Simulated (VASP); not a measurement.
# Mg (P6_3/mmc) in VASP: notebook

The runs below take Mg through single point, relaxation of volume and atoms at fixed shape, with LDA.

Everything below comes from runs of VASP 6.6.1. Logs are shortened: lines on timing, memory, paths and dates and some standing lists are left out, and cuts for length are marked.

## 1. The cell of the first run

It takes space group P6_3/mmc (No. 194, hexagonal). Conventional cell: a = 3.139 Å, b = 3.139 Å, c = 5.095 Å, α = 90.00°, β = 90.00°, γ = 120.00°. Within 4.1 Å of Mg (site symmetry -6m2) lie 12 Mg at 3.13 to 3.14 Å.

## 2. Single point, LDA

Contents of INCAR:

```
PREC = Accurate
ENCUT = 520
EDIFF = 1E-7
ISMEAR = -1
SIGMA = 0.1
LREAL = F
LASPH = T
NELM = 80
ALGO = Normal
ISIF = 2
LWAVE = F
LCHARG = T
LELF = T
LVHAR = T
NBANDS = 9
```

Contents of KPOINTS:

```
Automatic mesh
0
Gamma
  7 7 4
```

Contents of POSCAR:

```
Mg
1.0
    3.1385448989      0.0000000000      0.0000000000
   -1.5692724495      2.7180596134      0.0000000000
    0.0000000000      0.0000000000      5.0954290600
Mg
2
Direct
    0.3333333333      0.6666666667      0.2500000000
    0.6666666667      0.3333333333      0.7500000000
```

Potentials or basis: VASP PAW LDA potentials, release 64 (Mg).

Run with:

```sh
$ cat potpaw_LDA.64/Mg/POTCAR > POTCAR
$ mpirun -np 1 vasp_std > vasp.out
```

OUTCAR:

```text
PREC = Accurate
   ENCUT = 520
   EDIFF = 1E-7
   ISMEAR = -1
   LREAL = F
   LASPH = T
   NELM = 80
   ISIF = 2

 ion  position               nearest neighbor table
   1  0.333  0.667  0.250-   2 3.13   2 3.13   2 3.13   2 3.13   2 3.13   2 3.13
   2  0.667  0.333  0.750-   1 3.13   1 3.13   1 3.13   1 3.13   1 3.13   1 3.13

  LATTYP: Found a hexagonal cell.
 ALAT       =     3.1385448989
 C/A-ratio  =     1.6235004514

  Lattice vectors:

 A1 = (   3.1385448989,   0.0000000000,   0.0000000000)
 A2 = (  -1.5692724495,   2.7180596134,   0.0000000000)
 A3 = (   0.0000000000,   0.0000000000,   5.0954290600)

Analysis of symmetry for initial positions (statically):
=====================================================================
 Subroutine PRICEL returns:
 Original cell was already a primitive cell.

 Routine SETGRP: Setting up the symmetry group for a
 hexagonal supercell.

 Subroutine GETGRP returns: Found 24 space group operations
 (whereof 12 operations were pure point group operations)
 out of a pool of 24 trial point group operations.

The static configuration has the point symmetry D_3d.
 The point group associated with its full space group is D_6h.

Analysis of symmetry for dynamics (positions and initial velocities):
=====================================================================
 Subroutine PRICEL returns:
 Original cell was already a primitive cell.

 Routine SETGRP: Setting up the symmetry group for a
 hexagonal supercell.

 Subroutine GETGRP returns: Found 24 space group operations
 (whereof 12 operations were pure point group operations)
 out of a pool of 24 trial point group operations.

The dynamic configuration has the point symmetry D_3d.
 The point group associated with its full space group is D_6h.

 Subroutine INISYM returns: Found 24 space group operations
 (whereof 12 operations are pure point group operations),
 and found     1 'primitive' translations

----------------------------------------------------------------------------------------

                                     Primitive cell

  volume of cell :      43.4678

  direct lattice vectors                    reciprocal lattice vectors
     3.138544899  0.000000000  0.000000000     0.318618988  0.183954759  0.000000000
    -1.569272450  2.718059613  0.000000000     0.000000000  0.367909517  0.000000000
     0.000000000  0.000000000  5.095429060     0.000000000  0.000000000  0.196254327

  length of vectors
     3.138544899  3.138544899  5.095429060     0.367909517  0.367909517  0.196254327

  position of ions in fractional coordinates (direct lattice)
     0.333333333  0.666666667  0.250000000
     0.666666667  0.333333333  0.750000000
[... 84 lines left out ...]
   POTIM  = 0.5000    time-step for ionic-motion
   TEBEG  =    0.0;   TEEND  =   0.0 temperature during run
   PSTRESS=    0.0 pullay stress
   NELECT =       4.0000    total number of electrons
   NUPDOWN=      -1.0000    fix difference up-down
   EMIN   =  10.00;   EMAX   =-10.00  energy-range for DOS
   EFERMI =   0.00;   METHOD = LEGACY
   ISMEAR =    -1;   SIGMA  =   0.10  broadening in eV -4-tet -1-fermi 0-gaus
   EFERMI_NEDOS =   21; number of points for ismear=-14 and -15
   IALGO  =     38    algorithm
   IMIX   =      4    mixing-type and parameters
     AMIX     =   0.40;   BMIX     =  1.00
     AMIX_MAG =   1.60;   BMIX_MAG =  1.00
  volume/ion in A,a.u.               =      21.73       146.67
  Fermi-wavevector in a.u.,A,eV,Ry     =   0.739104  1.396704  7.432516  0.546275
  Thomas-Fermi vector in A             =   1.833186
   LORBIT       =      0    0 simple, 1 ext, 2 COOP (PROOUT), +10 PAW based schemes
   GGA     = CA    functional components
   LHFCALC =     F    Hartree Fock is set to
   AEXX    =    0.0000 exact exchange contribution
   IVDW    =     0    specifies the selected vdW correction
   LEPSILON=     F    determine dielectric tensor
   LRPA    =     F    only Hartree local field effects (RPA)
 non-spin polarized calculation
  energy-cutoff  :      520.00
  volume of cell :       43.47
 maximum number of plane-waves:      1182
 NGX is ok and might be reduce to    24
   NGX = 11   NGY = 11   NGZ = 19

 number of electron       4.0000000 magnetization

 Free energy of the ion-electron system (eV)
  ---------------------------------------------------
  ext. energy  EPLUGINS =         0.00000000
  ---------------------------------------------------
  free energy    TOTEN  =        -3.65344262 eV

  energy without entropy =       -3.62806309  energy(sigma->0) =       -3.64075285

 E-fermi :   2.7764     XC(G=0):  -8.8575

 val. band max:        2.7441224094   @ k =   0.4286   0.0000   0.2500
 cond. band min:       3.0042236427   @ k =   0.2857   0.0000   0.0000
 fundamental gap:      0.2601012333
 Fermi energy:         2.7763666230

 k-point     1 :       0.0000    0.0000    0.0000
  band No.  band energies     occupation
      1      -4.3987      2.00000
      2       1.0206      2.00000
      3       1.4830      2.00000
      4      13.9732      0.00000
      5      13.9732      0.00000
      6      14.1266      0.00000
      7      14.1266      0.00000
      8      14.8950      0.00000
      9      16.6454      0.00000
[... 265 lines left out ...]
 k-point    24 :       0.2857    0.2857    0.5000
  band No.  band energies     occupation
      1       1.7868      1.99990
      2       1.7868      1.99990
      3       4.2132      0.00000
      4       4.2132      0.00000
      5       5.1415      0.00000
      6       5.1415      0.00000
      7      12.7621      0.00000
      8      12.7621      0.00000
      9      15.0005      0.00000

------------------------ aborting loop because EDIFF is reached ----------------------------------------

  FORCE on cell =-STRESS in cart. coord.  units (eV):
  Direction    XX          YY          ZZ          XY          YZ          ZX
  --------------------------------------------------------------------------------------
  -------------------------------------------------------------------------------------
  Total       -0.3442525     -0.3442525      0.4258823      0.0000000      0.0000000      0.0000000
  in kB      -12.6887729    -12.6887729     15.6975588      0.0000000      0.0000000      0.0000000
  external PRESSURE =      -3.2266624 kB  Pullay stress =       0.0000000 kB

 VOLUME and BASIS-vectors are now :
 -----------------------------------------------------------------------------
  energy-cutoff  :      520.00
  volume of cell :       43.47
      direct lattice vectors                 reciprocal lattice vectors
     3.138544899  0.000000000  0.000000000     0.318618988  0.183954759  0.000000000
    -1.569272450  2.718059613  0.000000000     0.000000000  0.367909517  0.000000000
     0.000000000  0.000000000  5.095429060     0.000000000  0.000000000  0.196254327

 POSITION                                       TOTAL-FORCE (eV/Angst)
 -----------------------------------------------------------------------------------
     -0.00000      1.81204      1.27386         0.000000      0.000000      0.000000
      1.56927      0.90602      3.82157        -0.000000     -0.000000      0.000000
 -----------------------------------------------------------------------------------
    total drift:                                0.000000     -0.000000      0.000000

  FREE ENERGIE OF THE ION-ELECTRON SYSTEM (eV)
  ---------------------------------------------------
  free  energy   TOTEN  =        -3.6534426207 eV

  energy  without entropy=       -3.6280630865  energy(sigma->0) =       -3.64075285
```

OSZICAR:

```text
N       E                     dE             d eps       ncg     rms          rms(c)
DAV:   1    -0.736331538763E+00   -0.73633E+00   -0.11871E+03   432   0.305E+02
DAV:   2    -0.363375990825E+01   -0.28974E+01   -0.27048E+01   559   0.276E+01
DAV:   3    -0.367411554693E+01   -0.40356E-01   -0.40082E-01   588   0.264E+00
DAV:   4    -0.367421638020E+01   -0.10083E-03   -0.10082E-03   504   0.124E-01
DAV:   5    -0.367421673500E+01   -0.35480E-06   -0.35498E-06   603   0.761E-03    0.908E-01
DAV:   6    -0.366255527765E+01    0.11661E-01   -0.62739E-04   474   0.133E-01    0.577E-01
DAV:   7    -0.365345169493E+01    0.91036E-02   -0.21677E-03   449   0.244E-01    0.291E-02
DAV:   8    -0.365344338880E+01    0.83061E-05   -0.18659E-05   595   0.219E-02    0.577E-03
DAV:   9    -0.365344263362E+01    0.75518E-06   -0.52948E-07   489   0.341E-03    0.534E-04
DAV:  10    -0.365344262073E+01    0.12888E-07   -0.21556E-09   331   0.310E-04
   1 F= -.36534426E+01 E0= -.36407529E+01  d E =-.253795E-01
```

stdout:

```text
POSCAR found type information on POSCAR Mg
 POSCAR found :  1 types and       2 ions
 scaLAPACK will be used
 LDA part: xc-table for (Slater(with rela. corr.)+CA(PZ))
 , standard interpolation
 POSCAR, INCAR and KPOINTS ok, starting setup
 FFT: planning ... GRIDC
 FFT: planning ... GRID_SOFT
 FFT: planning ... GRID
 WAVECAR not read
 entering main loop
```

It took 2.9 s on 1 thread of Intel Xeon 6975P-C (Granite Rapids), shared host; peak memory 0.13 GiB.

Results:

- Free energy: -3.6534 eV
- Pressure: -0.3 GPa
- Band gap on the k mesh: zero (band 2 reaches 3.55 eV, above the bottom of band 3 at 1.48 eV)

Stress tensor (GPa, compression positive):
```
-1.27  0.00  0.00
 0.00 -1.27  0.00
 0.00  0.00  1.57
```

Levels at points of the mesh, in eV from the Fermi level:
```tsv
k point	band 1	band 2	band 3	band 4	band 5	band 6
(0.00, 0.00, 0.00)	-7.18	-1.76	-1.29	11.20	11.20	11.35
(0.00, 0.00, 0.50)	-5.73	-5.73	5.16	5.16	11.95	11.95
```

## 3. Relaxation of volume and atoms at fixed shape, LDA

This run uses another cell than the first one, of 23.24 Å³/atom, 1.069 times its volume.

Contents of INCAR:

```
SYSTEM = Mg
PREC = Accurate ; ENCUT = 600
EDIFF = 1E-7 ; ISMEAR = -1
SIGMA = 0.1 ; LREAL = .False.
LASPH = .True. ; NELM = 60
ALGO = Normal ; ISIF = 8
LWAVE = .False. ; LCHARG = .False.
IBRION = 2 ; NSW = 50
EDIFFG = -0.01
```

Contents of KPOINTS:

```
regular mesh
0
Gamma
  7 7 4
  0 0 0
```

Contents of POSCAR:

```
Mg
1.0
    3.2093000000      0.0000000000      0.0000000000
   -1.6046500000      2.7793353300      0.0000000000
    0.0000000000      0.0000000000      5.2103000000
Mg
2
Direct
    0.3333333300      0.6666666700      0.2500000000
    0.6666666700      0.3333333300      0.7500000000
```

Potentials or basis: VASP PAW LDA potentials, release 64 (Mg).

Run with:

```sh
$ cat potpaw_LDA.64/Mg/POTCAR > POTCAR
$ mpirun -np 1 vasp_std > vasp.out
```

Run time: 6.6 s. Hardware: 1 thread of Intel Xeon 6975P-C (Granite Rapids), shared host; peak memory 0.15 GiB.

It converged, with:

```
Free energy                            : -3.6539 eV
Relaxed volume                         : 21.58 Å³/atom
Relaxed cell                           : a = 3.131 Å, b = 3.131 Å, c = 5.083 Å, α = 90.00°, β = 90.00°, γ = 120.00°
Space group after relaxing (to 0.05 Å) : P6_3/mmc (No. 194)
Energy gained by relaxing              : 14.5 meV/atom
Ionic steps                            : 3
Pressure after relaxing                : 0.0 GPa
Band gap on the k mesh                 : zero (band 2 reaches 3.59 eV, above the bottom of band 3 at 1.52 eV)
```

Stress tensor (GPa, compression positive):
```
-0.99  0.00  0.00
 0.00 -0.99  0.00
 0.00  0.00  1.88
```

Step by step:
| step | energy change (eV) | largest force (eV/Å) | pressure (GPa) | volume (Å³) |
| --- | --- | --- | --- | --- |
| 1 | 0.0000 | 0.0000 | -2.61 | 46.47 |
| 2 | -0.0270 | 0.0000 | -0.77 | 43.98 |
| 3 | -0.0291 | 0.0000 | -0.04 | 43.16 |

Final structure:
```
CELL_PARAMETERS angstrom
3.13102 0.00000 0.00000
-1.56551 2.71154 0.00000
0.00000 0.00000 5.08321
ATOMIC_POSITIONS crystal
Mg 0.33333 0.66667 0.25000
Mg 0.66667 0.33333 0.75000
```

Levels at points of the mesh, in eV from the Fermi level:
```tsv
k point	band 1	band 2	band 3	band 4	band 5	band 6
(0.00, 0.00, 0.00)	-7.21	-1.77	-1.30	11.24	11.24	11.41
(0.00, 0.00, 0.50)	-5.76	-5.76	5.18	5.18	11.99	11.99
```
